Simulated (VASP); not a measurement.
Input of a VASP 6.6.1 run:

File INCAR:

```
PREC = Accurate
ENCUT = 520
EDIFF = 1E-6
ISMEAR = 0
SIGMA = 0.1
LREAL = F
LASPH = T
NELM = 100
ALGO = Normal
ISIF = 2
LWAVE = F
LCHARG = T
GGA = PS
LELF = T
LVHAR = T
NBANDS = 21
```

KPOINTS

```
regular mesh
0
Gamma
  7 7 7
```

File POSCAR:

```
Sn
1.0
    0.0000000000      3.1217581502      3.1217581502
    3.1217581502      0.0000000000      3.1217581502
    3.1217581502      3.1217581502      0.0000000000
Sn
2
Direct
    0.0000000000      0.0000000000      0.0000000000
    0.2500000000      0.2500000000      0.2500000000
```

Potentials or basis: VASP PAW PBE potentials, release 64 (Sn_d).

The run is started by

```console
$ cat potpaw_PBE.64/Sn_d/POTCAR > POTCAR
$ mpirun -np 1 vasp_std > vasp.out
```

Question: What does it give for the pressure?

Answer: 8.0 GPa.

Question: Estimate the band gap on the k mesh.

Answer: 0.05 eV, direct.

Caveat: the PAW data sets were made with another functional, which shifts forces and pressure a little; spin-orbit coupling is left out, which moves the levels of the heavy elements. A k mesh can miss the band edges.
